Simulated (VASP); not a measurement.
# C (P6_3/mmc) in VASP: notebook

The runs below take C through single point, relaxation of cell and atoms, with r2SCAN.

All numbers are computed with VASP 6.6.1; they aren't measurements. Logs are shortened: lines on timing, memory, paths and dates and some standing lists are left out, and cuts for length are marked.

### 1 The cell of the first run

The structure is hexagonal, space group P6_3/mmc (No. 194). The conventional cell has a = 2.456 Å, b = 2.456 Å, c = 6.696 Å, α = 90.00°, β = 90.00°, γ = 120.00°. C (site symmetry -6m2) has 3 C at 1.42 Å within 1.9 Å. C (site symmetry -6m2) has 3 C at 1.42 Å within 1.9 Å.

### 2 Single point, r2SCAN

POSCAR reads:

```
C
1.0
    2.4560000000      0.0000000000      0.0000000000
   -1.2280000000      2.1269583917      0.0000000000
    0.0000000000      0.0000000000      6.6960000000
C
4
Direct
    0.0000000000      0.0000000000      0.7500000000
    0.0000000000      0.0000000000      0.2500000000
    0.3333333333      0.6666666667      0.7500000000
    0.6666666667      0.3333333333      0.2500000000
```

INCAR.step1 reads:

```
SYSTEM = C
PREC = Accurate ; ENCUT = 520
ISMEAR = 0 ; SIGMA = 0.1
LREAL = .FALSE. ; LASPH = .TRUE.
NELM = 100 ; NBANDS = 16
GGA = PE ; ALGO = Normal
EDIFF = 1E-4 ; LWAVE = .TRUE.
LCHARG = .FALSE.
```

INCAR.step2 reads:

```
SYSTEM = C
PREC = Accurate ; ENCUT = 520
EDIFF = 1E-7 ; ISMEAR = 0
SIGMA = 0.1 ; LREAL = .FALSE.
LASPH = .TRUE. ; NELM = 100
ALGO = Normal ; ISIF = 2
LWAVE = .FALSE. ; LCHARG = .FALSE.
METAGGA = R2SCAN ; LMIXTAU = .TRUE.
NBANDS = 16 ; ISTART = 1
```

KPOINTS reads:

```
Automatic mesh
0
G
  9 9 4
  0 0 0
```

Potentials or basis: VASP PAW PBE potentials, release 64 (C).

On the command line:

```bash
$ cat potpaw_PBE.64/C/POTCAR > POTCAR
$ cp INCAR.step1 INCAR
$ mpirun -np 1 vasp_std > vasp.out
$ cp INCAR.step2 INCAR
$ mpirun -np 1 vasp_std > vasp.out
```

OUTCAR:

```text
SYSTEM = C
   PREC = Accurate
   ENCUT = 520
   EDIFF = 1E-7
   ISMEAR = 0
   LREAL = .FALSE.
   LASPH = .TRUE.
   NELM = 100
   ISIF = 2
   METAGGA = R2SCAN
   ISTART = 1

 ion  position               nearest neighbor table
   1  0.000  0.000  0.750-   3 1.42   3 1.42   3 1.42
   2  0.000  0.000  0.250-   4 1.42   4 1.42   4 1.42
   3  0.333  0.667  0.750-   1 1.42   1 1.42   1 1.42
   4  0.667  0.333  0.250-   2 1.42   2 1.42   2 1.42

  LATTYP: Found a hexagonal cell.
 ALAT       =     2.4560000000
 C/A-ratio  =     2.7263843648

  Lattice vectors:

 A1 = (   2.4560000000,   0.0000000000,   0.0000000000)
 A2 = (  -1.2280000000,   2.1269583917,   0.0000000000)
 A3 = (   0.0000000000,   0.0000000000,   6.6960000000)

Analysis of symmetry for initial positions (statically):
=====================================================================
 Subroutine PRICEL returns:
 Original cell was already a primitive cell.

 Routine SETGRP: Setting up the symmetry group for a
 hexagonal supercell.

 Subroutine GETGRP returns: Found 24 space group operations
 (whereof 12 operations were pure point group operations)
 out of a pool of 24 trial point group operations.

The static configuration has the point symmetry D_3d.
 The point group associated with its full space group is D_6h.

Analysis of symmetry for dynamics (positions and initial velocities):
=====================================================================
 Subroutine PRICEL returns:
 Original cell was already a primitive cell.

 Routine SETGRP: Setting up the symmetry group for a
 hexagonal supercell.

 Subroutine GETGRP returns: Found 24 space group operations
 (whereof 12 operations were pure point group operations)
 out of a pool of 24 trial point group operations.

The dynamic configuration has the point symmetry D_3d.
 The point group associated with its full space group is D_6h.

 Subroutine INISYM returns: Found 24 space group operations
 (whereof 12 operations are pure point group operations),
 and found     1 'primitive' translations

----------------------------------------------------------------------------------------

                                     Primitive cell

  volume of cell :      34.9786

  direct lattice vectors                    reciprocal lattice vectors
     2.456000000  0.000000000  0.000000000     0.407166124  0.235077471  0.000000000
    -1.228000000  2.126958392  0.000000000     0.000000000  0.470154942  0.000000000
     0.000000000  0.000000000  6.696000000     0.000000000  0.000000000  0.149342891

  length of vectors
     2.456000000  2.456000000  6.696000000     0.470154942  0.470154942  0.149342891

  position of ions in fractional coordinates (direct lattice)
     0.000000000  0.000000000  0.750000000
     0.000000000  0.000000000  0.250000000
     0.333333333  0.666666667  0.750000000
     0.666666667  0.333333333  0.250000000

  ion indices of the primitive-cell ions
   primitive index   ion index
                 1           1
                 2           2
                 3           3
                 4           4

----------------------------------------------------------------------------------------

 KPOINTS: Automatic mesh

Automatic generation of k-mesh.
 Grid dimensions read from file:
 generate k-points for:    9    9    4

 Generating k-lattice:

  Cartesian coordinates                     Fractional coordinates (reciprocal lattice)
     0.045240680  0.026119719  0.000000000     0.111111111  0.000000000  0.000000000
     0.000000000  0.052239438  0.000000000     0.000000000  0.111111111  0.000000000
     0.000000000  0.000000000  0.037335723     0.000000000  0.000000000  0.250000000

  Length of vectors
     0.052239438  0.052239438  0.037335723

  Shift w.r.t. Gamma in fractional coordinates (k-lattice)
     0.000000000  0.000000000  0.000000000

 Subroutine IBZKPT returns following result:
 ===========================================

 Found     36 irreducible k-points:

 Following reciprocal coordinates:
            Coordinates               Weight
  0.000000  0.000000  0.000000      1.000000
  0.111111 -0.000000  0.000000      6.000000
  0.222222 -0.000000  0.000000      6.000000
  0.333333 -0.000000  0.000000      6.000000
  0.444444 -0.000000  0.000000      6.000000
  0.111111  0.111111  0.000000      6.000000
[... 16 lines left out ...]
  0.333333  0.222222  0.250000     24.000000
  0.333333  0.333333  0.250000      4.000000
 [... further k-points ...]
   k-points           NKPTS =     36   k-points in BZ     NKDIM =     36   number of bands    NBANDS=     16
   number of dos      NEDOS =    301   number of ions     NIONS =      4
   total plane-waves  NPLWV =  16200
   dimension x,y,z NGX =    18 NGY =   18 NGZ =   50
   dimension x,y,z NGXF=    36 NGYF=   36 NGZF=  100
   ions per type =               4
   NGX,Y,Z   is equivalent  to a cutoff of  12.18, 12.18, 12.41 a.u.
   NGXF,Y,Z  is equivalent  to a cutoff of  24.37, 24.37, 24.83 a.u.
 SYSTEM =  C
   PREC   = accura    normal or accurate (medium, high low for compatibility)
   ISTART =      1    job   : 0-new  1-cont  2-samecut
   ICHARG =      0    charge: 1-file 2-atom 10-const
   ISPIN  =      1    spin polarized calculation?
   LNONCOLLINEAR =      F non collinear calculations
   LSORBIT =      F    spin-orbit coupling
   LASPH  =      T    aspherical Exc in radial PAW
   ENCUT  =  520.0 eV  38.22 Ry    6.18 a.u.   4.57  4.57 12.45*2*pi/ulx,y,z
   NELM   =    100;   NELMIN=  2; NELMDL=  0     # of ELM steps
   EDIFF  = 0.1E-06   stopping-criterion for ELM
   LREAL  =      F    real-space projection
   EDIFFG = 0.1E-05   stopping-criterion for IOM
   NSW    =      0    number of steps for IOM
   IBRION =     -1    ionic relax: 0-MD 1-quasi-New 2-CG
   NFREE  =      0    steps in history (QN), initial steepest desc. (CG)
   ISIF   =      2    stress and relaxation
   ISYM   =      2    0-nonsym 1-usesym 2-fastsym
   POTIM  = 0.5000    time-step for ionic-motion
   TEBEG  =    0.0;   TEEND  =   0.0 temperature during run
   PSTRESS=    0.0 pullay stress
   NELECT =      16.0000    total number of electrons
   NUPDOWN=      -1.0000    fix difference up-down
   EMIN   =  10.00;   EMAX   =-10.00  energy-range for DOS
   EFERMI =   0.00;   METHOD = LEGACY
   ISMEAR =     0;   SIGMA  =   0.10  broadening in eV -4-tet -1-fermi 0-gaus
   EFERMI_NEDOS =   21; number of points for ismear=-14 and -15
   IALGO  =     38    algorithm
   IMIX   =      4    mixing-type and parameters
     AMIX     =   0.40;   BMIX     =  1.00
     AMIX_MAG =   1.60;   BMIX_MAG =  1.00
  volume/ion in A,a.u.               =       8.74        59.01
  Fermi-wavevector in a.u.,A,eV,Ry     =   1.261384  2.383670 21.648079  1.591089
  Thomas-Fermi vector in A             =   2.394846
   LORBIT       =      0    0 simple, 1 ext, 2 COOP (PROOUT), +10 PAW based schemes
   METAGGA = R2SCAN    functional components
   LHFCALC =     F    Hartree Fock is set to
   AEXX    =    0.0000 exact exchange contribution
   IVDW    =     0    specifies the selected vdW correction
   LEPSILON=     F    determine dielectric tensor
   LRPA    =     F    only Hartree local field effects (RPA)
 non-spin polarized calculation
 Gauss-broadening in eV      SIGMA  =   0.10
  energy-cutoff  :      520.00
  volume of cell :       34.98
 maximum number of plane-waves:       979
   NGX =  9   NGY =  9   NGZ = 25

 number of electron      15.9999994 magnetization

 Free energy of the ion-electron system (eV)
  ---------------------------------------------------
  ext. energy  EPLUGINS =         0.00000000
  ---------------------------------------------------
  free energy    TOTEN  =       -39.72460853 eV

  energy without entropy =      -39.72117493  energy(sigma->0) =      -39.72289173

 E-fermi :   4.6989     XC(G=0): -11.1592

 val. band max:        4.6968755885   @ k =   0.3333   0.3333   0.2500
 cond. band min:       4.7066740896   @ k =   0.3333   0.3333   0.5000
 fundamental gap:      0.0097985011
 Fermi energy:         4.6988871316

 k-point     1 :       0.0000    0.0000    0.0000
  band No.  band energies     occupation
      1     -16.2694      2.00000
      2     -15.9677      2.00000
      3      -4.3432      2.00000
      4      -2.3062      2.00000
      5       1.5045      2.00000
      6       1.5045      2.00000
[... 8 lines left out ...]
     15      17.1172      0.00000
     16      17.3525      0.00000

 k-point     2 :       0.1111   -0.0000    0.0000
  band No.  band energies     occupation
      1     -15.9567      2.00000
      2     -15.6603      2.00000
      3      -3.9653      2.00000
      4      -1.9502      2.00000
      5       0.2847      2.00000
      6       0.3302      2.00000
[... 8 lines left out ...]
     15      16.1894      0.00000
     16      16.3220      0.00000

 k-point     3 :       0.2222   -0.0000    0.0000
  band No.  band energies     occupation
      1     -15.0255      2.00000
      2     -14.7442      2.00000
      3      -2.8466      2.00000
      4      -2.4783      2.00000
      5      -2.3869      2.00000
      6      -0.9060      2.00000
[... 8 lines left out ...]
     15      17.9195      0.00000
     16      17.9702      0.00000

 k-point     4 :       0.3333   -0.0000    0.0000
  band No.  band energies     occupation
      1     -13.4990      2.00000
      2     -13.2431      2.00000
      3      -5.6328      2.00000
      4      -5.4949      2.00000
      5      -1.4509      2.00000
      6      -1.3958      2.00000
[... 8 lines left out ...]
     15      20.4753      0.00000
     16      21.9538      0.00000
[... 324 lines left out ...]
 k-point    22 :       0.2222    0.2222    0.2500
  band No.  band energies     occupation
      1     -12.5718      2.00000
      2     -12.4016      2.00000
      3      -5.6647      2.00000
      4      -5.6137      2.00000
      5      -3.9437      2.00000
      6      -3.9059      2.00000
[... 8 lines left out ...]
     15      17.5926      0.00000
     16      17.9297      0.00000

 k-point    23 :       0.3333    0.2222    0.2500
  band No.  band energies     occupation
      1     -10.6012      2.00000
      2     -10.4616      2.00000
      3      -7.9261      2.00000
      4      -7.8298      2.00000
      5      -5.0268      2.00000
      6      -4.9559      2.00000
[... 8 lines left out ...]
     15      18.0025      0.00000
     16      19.0271      0.00000

 k-point    24 :       0.3333    0.3333    0.2500
  band No.  band energies     occupation
      1      -8.8525      2.00000
      2      -8.7796      2.00000
      3      -8.7796      2.00000
      4      -8.7142      2.00000
      5      -6.4403      2.00000
      6      -6.4403      2.00000
[... 8 lines left out ...]
     15      18.8539      0.00000
     16      20.1400      0.00000

 [... further k-points ...]
[... 5 lines left out ...]
  --------------------------------------------------------------------------------------
  -------------------------------------------------------------------------------------
  Total        0.2203136      0.2203136      0.2893568     -0.0000000      0.0000000      0.0000000
  in kB       10.0913479     10.0913479     13.2538331     -0.0000000      0.0000000      0.0000000
  external PRESSURE =      11.1455096 kB  Pullay stress =       0.0000000 kB

 VOLUME and BASIS-vectors are now :
 -----------------------------------------------------------------------------
  energy-cutoff  :      520.00
  volume of cell :       34.98
      direct lattice vectors                 reciprocal lattice vectors
     2.456000000  0.000000000  0.000000000     0.407166124  0.235077471  0.000000000
    -1.228000000  2.126958392  0.000000000     0.000000000  0.470154942  0.000000000
     0.000000000  0.000000000  6.696000000     0.000000000  0.000000000  0.149342891

 POSITION                                       TOTAL-FORCE (eV/Angst)
 -----------------------------------------------------------------------------------
      0.00000      0.00000      5.02200        -0.000000      0.000000      0.000000
      0.00000      0.00000      1.67400         0.000000     -0.000000      0.000000
     -0.00000      1.41797      5.02200        -0.000000      0.000000     -0.000000
      1.22800      0.70899      1.67400         0.000000      0.000000      0.000000
 -----------------------------------------------------------------------------------
    total drift:                               -0.000000      0.000000      0.000000

  FREE ENERGIE OF THE ION-ELECTRON SYSTEM (eV)
  ---------------------------------------------------
  free  energy   TOTEN  =       -39.7246085323 eV

  energy  without entropy=      -39.7211749292  energy(sigma->0) =      -39.72289173
```

Run time: 49 s. Hardware: 1 thread of Intel Xeon Platinum 8488C (Sapphire Rapids), shared host; peak memory 0.15 GiB.

What came out:

* Free energy: -39.7246 eV
* Pressure: 1.1 GPa
* Band gap on the k mesh: zero (band 8 reaches 4.71 eV, above the bottom of band 9 at 4.68 eV)

Stress tensor (GPa, compression positive):
```
1.01 0.00 0.00
0.00 1.01 0.00
0.00 0.00 1.33
```

Caveat: the PAW data sets were made with another functional, which shifts forces and pressure a little.

### 3 Relaxation of cell and atoms, r2SCAN

This run uses another cell than the first one, of 9.21 Å³/atom, 1.053 times its volume.

POSCAR reads:

```
C
1.0
    2.4558828790      0.0000000000      0.0000000000
   -1.2279414395      2.1268569620      0.0000000000
    0.0000000000      0.0000000000      7.0522722916
C
4
Direct
    0.0000000000      0.0000000000      0.7500000000
    0.0000000000      0.0000000000      0.2500000000
    0.3333333333      0.6666666667      0.7500000000
    0.6666666667      0.3333333333      0.2500000000
```

INCAR.step1 reads:

```
ALGO = Normal ; EDIFF = 1E-4
ENCUT = 600 ; GGA = PE
ISMEAR = -1 ; LASPH = True
LCHARG = False ; LREAL = False
LWAVE = True ; NELM = 100
PREC = Accurate ; SIGMA = 0.15
```

INCAR.step2 reads:

```
ALGO = Normal ; EDIFF = 1E-6
EDIFFG = -0.001 ; ENCUT = 600
IBRION = 2 ; ISIF = 3
ISMEAR = -1 ; ISTART = 1
LASPH = True ; LCHARG = False
LMIXTAU = True ; LREAL = False
LWAVE = False ; METAGGA = R2SCAN
NELM = 100 ; NSW = 80
PREC = Accurate ; SIGMA = 0.15
```

KPOINTS reads:

```
k-points
0
Gamma
  21 21 6
```

Potentials or basis: VASP PAW PBE potentials, release 64 (C).

On the command line:

```bash
$ cat potpaw_PBE.64/C/POTCAR > POTCAR
$ cp INCAR.step1 INCAR
$ mpirun -np 1 vasp_std > vasp.out
$ cp INCAR.step2 INCAR
$ mpirun -np 1 vasp_std > vasp.out
```

Run time: 23 min. Hardware: 1 thread of Intel Xeon 6975P-C (Granite Rapids), shared host; peak memory 0.22 GiB.

Results (log left out):

- Free energy: -39.7680 eV
- Relaxed volume: 9.06 Å³/atom
- Relaxed cell: a = 2.457 Å, b = 2.457 Å, c = 6.931 Å, α = 90.00°, β = 90.00°, γ = 120.00°
- Space group after relaxing (to 0.05 Å): P6_3/mmc (No. 194)
- Energy gained by relaxing: 0.2 meV/atom
- Ionic steps: 20
- Pressure after relaxing: 0.0 GPa
- Band gap on the k mesh: zero (band 8 reaches 4.40 eV, above the bottom of band 9 at 4.38 eV)

The path:
```
step  energy change (eV)  largest force (eV/Å)  pressure (GPa)  volume (Å³)
   1              0.0000                0.0000            0.18        36.84
   2              0.0001                0.0000           -0.88        36.89
   3             -0.0001                0.0000           -0.24        36.86
   4             -0.0002                0.0000           -0.22        36.81
   5             -0.0005                0.0000           -0.14        36.67
   6             -0.0008                0.0000            0.00        36.38
   7             -0.0005                0.0000            0.32        35.81
   8             -0.0009                0.0000            0.08        36.24
   9             -0.0006                0.0000           -0.74        36.25
  10             -0.0009                0.0000           -0.01        36.24
  11             -0.0009                0.0000           -0.02        36.24
  12             -0.0009                0.0000           -0.02        36.24
  13             -0.0009                0.0000           -0.02        36.23
  14             -0.0009                0.0000           -0.01        36.23
  15             -0.0009                0.0000           -0.02        36.24
  16             -0.0009                0.0000           -0.04        36.23
  17             -0.0009                0.0000           -0.04        36.23
  18             -0.0009                0.0000           -0.03        36.23
  19             -0.0009                0.0000            0.10        36.21
  20             -0.0009                0.0000            0.00        36.23
```

Final structure:
```xyz
4
Lattice="2.4567 0.0000 0.0000 -1.2283 2.1276 0.0000 0.0000 0.0000 6.9312" Properties=species:S:1:pos:R:3 pbc="T T T"
C     0.0000    0.0000    5.1984
C     0.0000    0.0000    1.7328
C     0.0000    1.4184    5.1984
C     1.2284    0.7092    1.7328
```

Levels at points of the mesh, in eV from the Fermi level:
```csv
k point,band 6,band 7,band 8,band 9,band 10,band 11
"(0.00, 0.00, 0.00)",-3.22,-3.20,-3.20,4.15,8.71,8.71
"(0.00, 0.00, 0.50)",-3.21,-3.21,-3.21,6.67,6.67,8.73
```

Caveat: the PAW data sets were made with another functional, which shifts forces and pressure a little.

(Part 1 of 2 ends here.)
